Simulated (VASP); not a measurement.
# Bi (Cmce) in VASP: relaxation of cell and atoms with r2SCAN

Aim: the relaxation of cell and atoms of Bi with r2SCAN.

All numbers are computed with VASP 6.6.1; they aren't measurements. Logs are shortened: lines on timing, memory, paths and dates and some standing lists are left out, and cuts for length are marked.

## (1) The cell of the first run

Symmetry: Cmce, No. 64, orthorhombic system. Conventional cell: a = 6.864 Å, b = 4.536 Å, c = 9.253 Å, α = 90.00°, β = 90.00°, γ = 90.00°. Within 3.4 Å of Bi (site symmetry m) lie 3 Bi at 2.56 to 3.35 Å.

## (2) Relaxation of cell and atoms, r2SCAN

File POSCAR:

```
Bi
1.0
    3.4319261452     -2.2682406431      0.0000000000
    3.4319261452      2.2682406431      0.0000000000
    0.0000000000      0.0000000000      9.2527188696
Bi
4
Direct
    0.8500000000      0.1500000000      0.1170000000
    0.6500000000      0.3500000000      0.6170000000
    0.1500000000      0.8500000000      0.8830000000
    0.3500000000      0.6500000000      0.3830000000
```

File INCAR.step1:

```
SYSTEM = Bi
PREC     = Accurate       ! precision mode
ENCUT    = 600            ! plane-wave cutoff, eV
ISMEAR   = 0              ! smearing method
SIGMA    = 0.1            ! smearing width, eV
LREAL    = .FALSE.        ! projectors in reciprocal space
LASPH    = .TRUE.         ! aspherical terms in the spheres
NELM     = 100            ! most SCF steps
GGA      = PE             ! functional
ALGO     = Normal         ! electronic algorithm
EDIFF    = 1E-4           ! SCF threshold, eV
LWAVE    = .TRUE.         ! write WAVECAR
LCHARG   = .FALSE.        ! write CHGCAR
```

File INCAR.step2:

```
SYSTEM = Bi
PREC     = Accurate       ! precision mode
ENCUT    = 600            ! plane-wave cutoff, eV
EDIFF    = 1E-6           ! SCF threshold, eV
ISMEAR   = 0              ! smearing method
SIGMA    = 0.1            ! smearing width, eV
LREAL    = .FALSE.        ! projectors in reciprocal space
LASPH    = .TRUE.         ! aspherical terms in the spheres
NELM     = 100            ! most SCF steps
ALGO     = Normal         ! electronic algorithm
ISIF     = 3              ! what is computed and relaxed
LWAVE    = .FALSE.        ! write WAVECAR
LCHARG   = .FALSE.        ! write CHGCAR
METAGGA  = R2SCAN         ! meta-GGA
LMIXTAU  = .TRUE.       
IBRION   = 2              ! ionic algorithm
NSW      = 90             ! ionic steps
EDIFFG   = -0.04          ! ionic threshold
ISTART   = 1
```

File KPOINTS:

```
Automatic mesh
0
G
  4 4 2
  0 0 0
```

Potentials or basis: VASP PAW PBE potentials, release 64 (Bi_d).

The run is started by

```bash
cat potpaw_PBE.64/Bi_d/POTCAR > POTCAR
cp INCAR.step1 INCAR
mpirun -np 1 vasp_std > vasp.out
cp INCAR.step2 INCAR
mpirun -np 1 vasp_std > vasp.out
```

OUTCAR:

```text
SYSTEM = Bi
   PREC = Accurate
   ENCUT = 600
   EDIFF = 1E-6
   ISMEAR = 0
   LREAL = .FALSE.
   LASPH = .TRUE.
   NELM = 100
   ISIF = 3
   METAGGA = R2SCAN
   IBRION = 2
   NSW = 90
   EDIFFG = -0.04
   ISTART = 1

 ion  position               nearest neighbor table
   1  0.850  0.150  0.117-   3 2.56   4 3.35   4 3.35   3 3.84
   2  0.650  0.350  0.617-   4 2.56   3 3.35   3 3.35   4 3.84
   3  0.150  0.850  0.883-   1 2.56   2 3.35   2 3.35   1 3.84
   4  0.350  0.650  0.383-   2 2.56   1 3.35   1 3.35   2 3.84

  LATTYP: Found a base centered orthorhombic cell.
 ALAT       =     4.5364812862
 B/A-ratio  =     1.5130344109
 C/A-ratio  =     2.0396246090

  Lattice vectors:

 A1 = (  -3.4319261452,  -2.2682406431,   0.0000000000)
 A2 = (   3.4319261452,  -2.2682406431,   0.0000000000)
 A3 = (   0.0000000000,   0.0000000000,   9.2527188696)

Analysis of symmetry for initial positions (statically):
=====================================================================
 Subroutine PRICEL returns:
 Original cell was already a primitive cell.

 Routine SETGRP: Setting up the symmetry group for a
 base centered orthorhombic supercell.

 Subroutine GETGRP returns: Found  8 space group operations
 (whereof  4 operations were pure point group operations)
 out of a pool of  8 trial point group operations.

The static configuration has the point symmetry C_2h.
 The point group associated with its full space group is D_2h.

Analysis of symmetry for dynamics (positions and initial velocities):
=====================================================================
 Subroutine PRICEL returns:
 Original cell was already a primitive cell.

 Routine SETGRP: Setting up the symmetry group for a
 base centered orthorhombic supercell.

 Subroutine GETGRP returns: Found  8 space group operations
 (whereof  4 operations were pure point group operations)
 out of a pool of  8 trial point group operations.

The dynamic configuration has the point symmetry C_2h.
 The point group associated with its full space group is D_2h.

 Subroutine INISYM returns: Found  8 space group operations
 (whereof  4 operations are pure point group operations),
 and found     1 'primitive' translations

----------------------------------------------------------------------------------------

                                     Primitive cell

  volume of cell :     144.0544

  direct lattice vectors                    reciprocal lattice vectors
     3.431926145 -2.268240643  0.000000000     0.145690781 -0.220435165  0.000000000
     3.431926145  2.268240643  0.000000000     0.145690781  0.220435165  0.000000000
     0.000000000  0.000000000  9.252718870     0.000000000  0.000000000  0.108076341

  length of vectors
     4.113761379  4.113761379  9.252718870     0.264229948  0.264229948  0.108076341

  position of ions in fractional coordinates (direct lattice)
     0.850000000  0.150000000  0.117000000
     0.650000000  0.350000000  0.617000000
     0.150000000  0.850000000  0.883000000
     0.350000000  0.650000000  0.383000000

  ion indices of the primitive-cell ions
   primitive index   ion index
                 1           1
                 2           2
                 3           3
                 4           4

----------------------------------------------------------------------------------------

 KPOINTS: Automatic mesh

Automatic generation of k-mesh.
 Grid dimensions read from file:
 generate k-points for:    4    4    2

 Generating k-lattice:

  Cartesian coordinates                     Fractional coordinates (reciprocal lattice)
     0.036422695 -0.055108791  0.000000000     0.250000000  0.000000000  0.000000000
     0.036422695  0.055108791  0.000000000     0.000000000  0.250000000  0.000000000
     0.000000000  0.000000000  0.054038171     0.000000000  0.000000000  0.500000000

  Length of vectors
     0.066057487  0.066057487  0.054038171

  Shift w.r.t. Gamma in fractional coordinates (k-lattice)
     0.000000000  0.000000000  0.000000000

 Subroutine IBZKPT returns following result:
 ===========================================

 Found     14 irreducible k-points:

 Following reciprocal coordinates:
            Coordinates               Weight
  0.000000  0.000000  0.000000      1.000000
  0.250000  0.000000  0.000000      4.000000
  0.500000  0.000000  0.000000      2.000000
  0.250000  0.250000  0.000000      2.000000
  0.500000  0.250000  0.000000      4.000000
 -0.250000  0.250000  0.000000      2.000000
  0.500000  0.500000  0.000000      1.000000
  0.000000  0.000000  0.500000      1.000000
  0.250000  0.000000  0.500000      4.000000
  0.500000  0.000000  0.500000      2.000000
  0.250000  0.250000  0.500000      2.000000
  0.500000  0.250000  0.500000      4.000000
 -0.250000  0.250000  0.500000      2.000000
  0.500000  0.500000  0.500000      1.000000
   k-points           NKPTS =     14   k-points in BZ     NKDIM =     14   number of bands    NBANDS=     36
   number of dos      NEDOS =    301   number of ions     NIONS =      4
   total plane-waves  NPLWV = 103680
   dimension x,y,z NGX =    36 NGY =   36 NGZ =   80
   dimension x,y,z NGXF=    72 NGYF=   72 NGZF=  160
   ions per type =               4
   NGX,Y,Z   is equivalent  to a cutoff of  14.55, 14.55, 14.37 a.u.
   NGXF,Y,Z  is equivalent  to a cutoff of  29.10, 29.10, 28.75 a.u.
 SYSTEM =  Bi
   PREC   = accura    normal or accurate (medium, high low for compatibility)
   ISTART =      1    job   : 0-new  1-cont  2-samecut
   ICHARG =      0    charge: 1-file 2-atom 10-const
   ISPIN  =      1    spin polarized calculation?
   LNONCOLLINEAR =      F non collinear calculations
   LSORBIT =      F    spin-orbit coupling
   LASPH  =      T    aspherical Exc in radial PAW
   ENCUT  =  600.0 eV  44.10 Ry    6.64 a.u.   8.22  8.22 18.48*2*pi/ulx,y,z
   NELM   =    100;   NELMIN=  2; NELMDL=  0     # of ELM steps
   EDIFF  = 0.1E-05   stopping-criterion for ELM
   LREAL  =      F    real-space projection
   EDIFFG = -.4E-01   stopping-criterion for IOM
   NSW    =     90    number of steps for IOM
   IBRION =      2    ionic relax: 0-MD 1-quasi-New 2-CG
   NFREE  =      1    steps in history (QN), initial steepest desc. (CG)
   ISIF   =      3    stress and relaxation
   ISYM   =      2    0-nonsym 1-usesym 2-fastsym
   POTIM  = 0.5000    time-step for ionic-motion
   TEBEG  =    0.0;   TEEND  =   0.0 temperature during run
   PSTRESS=    0.0 pullay stress
   NELECT =      60.0000    total number of electrons
   NUPDOWN=      -1.0000    fix difference up-down
   EMIN   =  10.00;   EMAX   =-10.00  energy-range for DOS
   EFERMI =   0.00;   METHOD = LEGACY
   ISMEAR =     0;   SIGMA  =   0.10  broadening in eV -4-tet -1-fermi 0-gaus
   EFERMI_NEDOS =   21; number of points for ismear=-14 and -15
   IALGO  =     38    algorithm
   IMIX   =      4    mixing-type and parameters
     AMIX     =   0.40;   BMIX     =  1.00
     AMIX_MAG =   1.60;   BMIX_MAG =  1.00
  volume/ion in A,a.u.               =      36.01       243.03
  Fermi-wavevector in a.u.,A,eV,Ry     =   1.222596  2.310372 20.337198  1.494742
  Thomas-Fermi vector in A             =   2.357737
   LORBIT       =      0    0 simple, 1 ext, 2 COOP (PROOUT), +10 PAW based schemes
   METAGGA = R2SCAN    functional components
   LHFCALC =     F    Hartree Fock is set to
   AEXX    =    0.0000 exact exchange contribution
   IVDW    =     0    specifies the selected vdW correction
   LEPSILON=     F    determine dielectric tensor
   LRPA    =     F    only Hartree local field effects (RPA)
 conjugate gradient relaxation of ions
 non-spin polarized calculation
 Gauss-broadening in eV      SIGMA  =   0.10
  energy-cutoff  :      600.00
  volume of cell :      144.05
 maximum number of plane-waves:      4832
 NGX is ok and might be reduce to    36
   NGX = 17   NGY = 17   NGZ = 37

--------------------------------------- Ionic step        1  -------------------------------------------

 number of electron      59.9999997 magnetization

 Free energy of the ion-electron system (eV)
  ---------------------------------------------------
  ext. energy  EPLUGINS =         0.00000000
  ---------------------------------------------------
  free energy    TOTEN  =      -230.40585379 eV

  energy without entropy =     -230.37749726  energy(sigma->0) =     -230.39167552

------------------------ aborting loop because EDIFF is reached ----------------------------------------

  FORCE on cell =-STRESS in cart. coord.  units (eV):
  Direction    XX          YY          ZZ          XY          YZ          ZX
  --------------------------------------------------------------------------------------
  -------------------------------------------------------------------------------------
  Total       -1.2554396      4.6986780     14.4432053      0.0000000      0.0000000      0.0000000
  in kB      -13.9630404     52.2588489    160.6377982      0.0000000      0.0000000      0.0000000
  external PRESSURE =      66.3112022 kB  Pullay stress =       0.0000000 kB
[... 61 lines left out ...]
  energy  without entropy=     -231.4915972057  energy(sigma->0) =     -231.50717183

--------------------------------------- Ionic step        3  -------------------------------------------

 number of electron      60.0000003 magnetization

 E-fermi :   5.0826     XC(G=0):  -9.6214

 val. band max:        5.0730456689   @ k =   0.2500   0.0000   0.0000
 cond. band min:       5.1154633512   @ k =   0.0000   0.0000   0.0000
 fundamental gap:      0.0424176823
 Fermi energy:         5.0826396676

 k-point     1 :       0.0000    0.0000    0.0000
  band No.  band energies     occupation
      1     -18.8370      2.00000
      2     -18.7777      2.00000
      3     -18.7070      2.00000
      4     -18.6881      2.00000
      5     -18.6839      2.00000
      6     -18.6595      2.00000
[... 566 lines left out ...]
  FREE ENERGIE OF THE ION-ELECTRON SYSTEM (eV)
  ---------------------------------------------------
  free  energy   TOTEN  =      -231.8475091099 eV

  energy  without entropy=     -231.8217606516  energy(sigma->0) =     -231.83463488

[... ionic steps 4 to 27 ...]

--------------------------------------- Ionic step       28  -------------------------------------------

 number of electron      60.0000006 magnetization

------------------------ aborting loop because EDIFF is reached ----------------------------------------

  FORCE on cell =-STRESS in cart. coord.  units (eV):
  Direction    XX          YY          ZZ          XY          YZ          ZX
  --------------------------------------------------------------------------------------
  -------------------------------------------------------------------------------------
  Total       -0.2422050     -0.1121650      0.0968110      0.0000000     -0.0000000      0.0000000
  in kB       -3.0814757     -1.4270294      1.2316878      0.0000000     -0.0000000      0.0000000
  external PRESSURE =      -1.0922724 kB  Pullay stress =       0.0000000 kB
[... 61 lines left out ...]
  energy  without entropy=     -233.1452155079  energy(sigma->0) =     -233.15057715

--------------------------------------- Ionic step       30  -------------------------------------------

 number of electron      60.0000007 magnetization

 Free energy of the ion-electron system (eV)
  ---------------------------------------------------
  ext. energy  EPLUGINS =         0.00000000
  ---------------------------------------------------
  free energy    TOTEN  =      -233.15681916 eV

  energy without entropy =     -233.14605216  energy(sigma->0) =     -233.15143566

 E-fermi :   7.8590     XC(G=0): -11.0119

 val. band max:        7.7866140073   @ k =   0.0000   0.0000   0.0000
 cond. band min:       7.9273273418   @ k =  -0.2500   0.2500   0.5000
 fundamental gap:      0.1407133345
 Fermi energy:         7.8590441494

 k-point     1 :       0.0000    0.0000    0.0000
  band No.  band energies     occupation
      1     -16.0958      2.00000
      2     -16.0350      2.00000
      3     -16.0323      2.00000
      4     -16.0120      2.00000
      5     -16.0030      2.00000
      6     -16.0028      2.00000
[... 566 lines left out ...]
  FREE ENERGIE OF THE ION-ELECTRON SYSTEM (eV)
  ---------------------------------------------------
  free  energy   TOTEN  =      -233.1568191580 eV

  energy  without entropy=     -233.1460521604  energy(sigma->0) =     -233.15143566

 reached required accuracy - stopping structural energy minimisation
```

Wall time 68 min (1 thread of Intel Xeon 6975P-C (Granite Rapids), shared host); peak memory 0.39 GiB.

What came out:

| Quantity | Value |
| --- | --- |
| Free energy | -233.1568 eV |
| Relaxed volume | 31.40 Å³/atom |
| Relaxed cell | a = 3.570 Å, b = 3.570 Å, c = 10.556 Å, α = 90.00°, β = 90.00°, γ = 69.01° |
| Space group after relaxing (to 0.1 Å) | Fmmm (No. 69) |
| Energy gained by relaxing | 687.7 meV/atom |
| Ionic steps | 30 |
| Pressure after relaxing | 0.0 GPa |
| Largest force after relaxing | 0.023 eV/Å |
| Band gap on the k mesh | zero (bands 30 and 31 overlap by 4.82 eV) |

Forces in eV/Å, atoms in the order of the input:
```
Bi   0.000  0.023  0.003
Bi   0.000 -0.023  0.003
Bi   0.000 -0.023 -0.003
Bi   0.000  0.023 -0.003
```

Stress tensor (GPa, compression positive):
```
-0.15  0.00  0.00
 0.00  0.02  0.00
 0.00  0.00  0.17
```

The path:
```
step  energy change (eV)  largest force (eV/Å)  pressure (GPa)  volume (Å³)
   1              0.0000                4.3258            6.63       144.05
   2             -1.1169                0.5866           -6.97       176.03
   3             -1.4417                0.8552           -4.49       161.66
   4             -2.1023                0.4762           -2.11       143.34
   5             -2.2579                0.3654            1.71       131.50
   6             -2.2608                0.2842            0.95       133.33
   7             -2.3885                0.4975            1.04       130.73
   8             -2.3992                0.5492            1.33       129.69
   9             -2.4412                0.2602           -1.41       135.03
  10             -2.4440                0.3125           -0.92       133.93
  11             -2.4854                0.2934           -0.71       132.08
  12             -2.5492                0.2274            0.46       126.65
  13             -2.5799                0.2623            0.38       126.24
  14             -2.6058                0.4050            0.66       125.44
  15             -2.6302                0.3461           -0.02       126.82
  16             -2.6554                0.2300           -1.73       130.99
  17             -2.6695                0.2077           -1.68       130.69
  18             -2.7001                0.1379           -1.50       129.78
  19             -2.6968                0.0220           -0.90       127.92
  20             -2.7095                0.0785           -1.28       128.93
  21             -2.7316                0.0743           -0.58       127.13
  22             -2.7433                0.0679            0.37       124.87
  23             -2.7434                0.0670            0.46       124.62
  24             -2.7469                0.0611            0.25       125.08
  25             -2.7484                0.0546            0.01       125.62
  26             -2.7489                0.0513           -0.01       125.68
  27             -2.7497                0.0417           -0.09       125.87
  28             -2.7497                0.0381           -0.11       125.93
  29             -2.7501                0.0335           -0.11       125.85
  30             -2.7510                0.0229            0.01       125.62
```

Final structure:
```
Bi
1.0
     2.94226   -2.02236    0.00000
     2.94226    2.02236    0.00000
     0.00000    0.00000   10.55575
Bi
4
Direct
  0.75284 0.24716 0.12496
  0.74716 0.25284 0.62496
  0.24716 0.75284 0.87504
  0.25284 0.74716 0.37504
```

Caveat: the k points lie up to 0.47 Å⁻¹ apart in the final cell, too coarse for converged energies and pressures of a metal; the PAW data sets were made with another functional, which shifts forces and pressure a little; spin-orbit coupling is left out, which moves the levels of the heavy elements.
